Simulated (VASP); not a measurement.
# Pt (Fm-3m) in VASP: notebook, part 2 of 2

VASP 6.6.1.

## 5. Single point, PBE

This run uses another cell than the first one, of 15.34 Å³/atom, 1.043 times its volume.

Contents of INCAR:

```
PREC = Accurate
ENCUT = 520
EDIFF = 1E-6
ISMEAR = -1
SIGMA = 0.06122561905347299
LREAL = False
LASPH = True
NELM = 80
ALGO = Normal
ISIF = 2
LWAVE = False
LCHARG = False
GGA = PE
NBANDS = 11
```

Contents of KPOINTS:

```
Automatic mesh
0
Gamma
  16 16 16
```

Contents of POSCAR:

```
Pt
1.0
    0.0000000000      1.9722192362      1.9722192362
    1.9722192362      0.0000000000      1.9722192362
    1.9722192362      1.9722192362      0.0000000000
Pt
1
Direct
    0.0000000000      0.0000000000      0.0000000000
```

Potentials or basis: VASP PAW PBE potentials, release 64 (Pt).

Launch:

```sh
$ cat potpaw_PBE.64/Pt/POTCAR > POTCAR
$ mpirun -np 1 vasp_std > vasp.out
```

OUTCAR:

```text
PREC = Accurate
   ENCUT = 520
   EDIFF = 1E-6
   ISMEAR = -1
   LREAL = False
   LASPH = True
   NELM = 80
   ISIF = 2
   GGA = PE

 ion  position               nearest neighbor table
   1  0.000  0.000  0.000-

  LATTYP: Found a face centered cubic cell.
 ALAT       =     3.9444384724

  Lattice vectors:

 A1 = (   0.0000000000,   1.9722192362,   1.9722192362)
 A2 = (   1.9722192362,   0.0000000000,   1.9722192362)
 A3 = (   1.9722192362,   1.9722192362,   0.0000000000)

Analysis of symmetry for initial positions (statically):
=====================================================================
 Subroutine PRICEL returns:
 Original cell was already a primitive cell.

 Routine SETGRP: Setting up the symmetry group for a
 face centered cubic supercell.

 Subroutine GETGRP returns: Found 48 space group operations
 (whereof 48 operations were pure point group operations)
 out of a pool of 48 trial point group operations.

The static configuration has the point symmetry O_h .

Analysis of symmetry for dynamics (positions and initial velocities):
=====================================================================
 Subroutine PRICEL returns:
 Original cell was already a primitive cell.

 Routine SETGRP: Setting up the symmetry group for a
 face centered cubic supercell.

 Subroutine GETGRP returns: Found 48 space group operations
 (whereof 48 operations were pure point group operations)
 out of a pool of 48 trial point group operations.

The dynamic configuration has the point symmetry O_h .

 Subroutine INISYM returns: Found 48 space group operations
 (whereof 48 operations are pure point group operations),
 and found     1 'primitive' translations

----------------------------------------------------------------------------------------

[... 113 lines left out ...]
  Thomas-Fermi vector in A             =   2.540439
   LORBIT       =      0    0 simple, 1 ext, 2 COOP (PROOUT), +10 PAW based schemes
   GGA     = PE    functional components
   LHFCALC =     F    Hartree Fock is set to
   AEXX    =    0.0000 exact exchange contribution
   IVDW    =     0    specifies the selected vdW correction
   LEPSILON=     F    determine dielectric tensor
   LRPA    =     F    only Hartree local field effects (RPA)
 non-spin polarized calculation
  energy-cutoff  :      520.00
  volume of cell :       15.34
 maximum number of plane-waves:       428
 NGX is ok and might be reduce to    24
   NGX = 11   NGY = 11   NGZ = 11

 number of electron      10.0000001 magnetization

 Free energy of the ion-electron system (eV)
  ---------------------------------------------------
  ext. energy  EPLUGINS =         0.00000000
  ---------------------------------------------------
  free energy    TOTEN  =        -6.10539329 eV

  energy without entropy =       -6.08034375  energy(sigma->0) =       -6.09286852

 E-fermi :  10.9186     XC(G=0): -13.3884

 val. band max:       10.9025369708   @ k =  -0.2500   0.1250   0.0000
 cond. band min:      10.9326140062   @ k =  -0.4375   0.3125   0.0000
 fundamental gap:      0.0300770353
 Fermi energy:        10.9186204271

 k-point     1 :       0.0000    0.0000    0.0000
  band No.  band energies     occupation
      1       0.9132      2.00000
      2       7.2497      2.00000
      3       7.2497      2.00000
      4       7.2497      2.00000
      5       9.3440      2.00000
      6       9.3440      2.00000
      7      25.6245      0.00000
      8      30.4939      0.00000
      9      30.4939      0.00000
     10      30.4939      0.00000
     11      35.7769      0.00000
[... 309 lines left out ...]
 k-point    24 :      -0.0625    0.0625    0.0000
  band No.  band energies     occupation
      1       1.3206      2.00000
      2       7.0556      2.00000
      3       7.3955      2.00000
      4       7.4386      2.00000
      5       9.1579      2.00000
      6       9.3705      2.00000
      7      26.2357      0.00000
      8      28.8983      0.00000
      9      30.5434      0.00000
     10      31.3757      0.00000
     11      37.4036      0.00000

 [... further k-points ...]

------------------------ aborting loop because EDIFF is reached ----------------------------------------

  FORCE on cell =-STRESS in cart. coord.  units (eV):
  Direction    XX          YY          ZZ          XY          YZ          ZX
  --------------------------------------------------------------------------------------
  -------------------------------------------------------------------------------------
  Total        0.4417237      0.4417237      0.4417237     -0.0000000      0.0000000      0.0000000
  in kB       46.1281204     46.1281204     46.1281204     -0.0000000      0.0000000      0.0000000
  external PRESSURE =      46.1281204 kB  Pullay stress =       0.0000000 kB

 VOLUME and BASIS-vectors are now :
 -----------------------------------------------------------------------------
  energy-cutoff  :      520.00
  volume of cell :       15.34
      direct lattice vectors                 reciprocal lattice vectors
     0.000000000  1.972219236  1.972219236    -0.253521511  0.253521511  0.253521511
     1.972219236  0.000000000  1.972219236     0.253521511 -0.253521511  0.253521511
     1.972219236  1.972219236  0.000000000     0.253521511  0.253521511 -0.253521511

 POSITION                                       TOTAL-FORCE (eV/Angst)
 -----------------------------------------------------------------------------------
      0.00000      0.00000      0.00000         0.000000      0.000000      0.000000
 -----------------------------------------------------------------------------------
    total drift:                               -0.000000      0.000000     -0.000000

  FREE ENERGIE OF THE ION-ELECTRON SYSTEM (eV)
  ---------------------------------------------------
  free  energy   TOTEN  =        -6.1053932877 eV

  energy  without entropy=       -6.0803437463  energy(sigma->0) =       -6.09286852
```

stdout:

```text
POSCAR found type information on POSCAR Pt
 POSCAR found :  1 types and       1 ions
 scaLAPACK will be used
 LDA part: xc-table for (Slater+PW92), standard interpolation
 POSCAR, INCAR and KPOINTS ok, starting setup
 FFT: planning ... GRIDC
 FFT: planning ... GRID_SOFT
 FFT: planning ... GRID
 WAVECAR not read
 entering main loop
```

It took 14 s on 1 thread of Intel Xeon Platinum 8488C (Sapphire Rapids), shared host; peak memory 0.16 GiB.

What came out:

```
Free energy            : -6.1054 eV
Pressure               : 4.6 GPa
Band gap on the k mesh : zero (band 5 reaches 11.41 eV, above the bottom of band 6 at 9.25 eV)
```

Levels at points of the mesh, in eV from the Fermi level:
| k point | band 1 | band 2 | band 3 | band 4 | band 5 | band 6 | band 7 | band 8 | band 9 | band 10 |
| --- | --- | --- | --- | --- | --- | --- | --- | --- | --- | --- |
| (0.00, 0.00, 0.00) | -10.01 | -3.67 | -3.67 | -3.67 | -1.57 | -1.57 | 14.71 | 19.58 | 19.58 | 19.58 |
| (0.50, 0.00, 0.00) | -7.13 | -3.73 | -3.73 | -0.38 | 0.05 | 0.05 | 5.73 | 14.27 | 18.88 | 18.88 |
| (0.50, 0.50, 0.00) | -6.87 | -6.43 | 0.01 | 0.49 | 0.49 | 1.83 | 8.71 | 11.36 | 11.36 | 19.96 |

Caveat: spin-orbit coupling is left out, which moves the levels of the heavy elements.

## 6. Overview

```csv
cell,gap on the mesh (eV),pressure (GPa)
"a = 2.751 Å, angles 60.0°, 1 atom",none,17.4
"a = 2.770 Å, angles 60.0°, 1 atom",none,10.6
"a = 2.789 Å, angles 60.0°, 1 atom",none,4.6
```

Alike in all rows: task single point; level PBE; potentials or basis VASP PAW PBE potentials, release 64 (Pt); no spin polarisation; k mesh 16 × 16 × 16; cutoff (eV) 520; smearing fermi-dirac 0.0612256 eV.

Caveats: spin-orbit coupling is left out, which moves the levels of the heavy elements.

Total energies depend on the potentials used, so only differences within one code and one set of settings carry meaning.
